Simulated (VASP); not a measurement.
Here is a VASP 6.6.1 calculation.

The input POSCAR:

```
Nd
1.0
    0.0000000000      2.6253753610      2.6253753610
    2.6253753610      0.0000000000      2.6253753610
    2.6253753610      2.6253753610      0.0000000000
Nd
1
Direct
    0.0000000000      0.0000000000      0.0000000000
```

INCAR.step1

```
  PREC = Accurate
  ENCUT = 520
  EDIFF = 1E-6
  ISMEAR = 0
  SIGMA = 0.05
  LREAL = F
  LASPH = T
  NELM = 150
  ALGO = Normal
  ISIF = 2
  LWAVE = F
  LCHARG = T
  ISPIN = 2
  MAGMOM = 4.11
  LMAXMIX = 6
  GGA = PE
  NBANDS = 17
```

File KPOINTS.step1:

```
Automatic mesh
0
Gamma
  14 14 14
```

Contents of INCAR.step2:

```
  PREC = Accurate
  ENCUT = 520
  EDIFF = 1E-6
  ISMEAR = -5
  SIGMA = 0.05
  LREAL = F
  LASPH = T
  NELM = 150
  ALGO = Normal
  ISIF = 2
  LWAVE = F
  LCHARG = F
  ISPIN = 2
  MAGMOM = 4.11
  LORBIT = 10
  LMAXMIX = 6
  GGA = PE
  NEDOS = 2001
  ICHARG = 11
```

Contents of KPOINTS.step2:

```
Automatic mesh
0
Gamma
  21 21 21
```

Potentials or basis: VASP PAW PBE potentials, release 64 (Nd).

Command:

```console
$ cat potpaw_PBE.64/Nd/POTCAR > POTCAR
$ cp INCAR.step1 INCAR
$ cp KPOINTS.step1 KPOINTS
$ mpirun -np 1 vasp_std > vasp.out
$ cp INCAR.step2 INCAR
$ cp KPOINTS.step2 KPOINTS
$ mpirun -np 1 vasp_std > vasp.out
```

**Question.** What does it give for the net moment?

**Answer.** 4.19 μB per cell.

**Question.** Predict the site moments.

**Answer.** Nd +3.38 μB.

Caveat: the magnetic or orbital state may not be the lowest. The state reached can hang on the start; a lower one may exist.
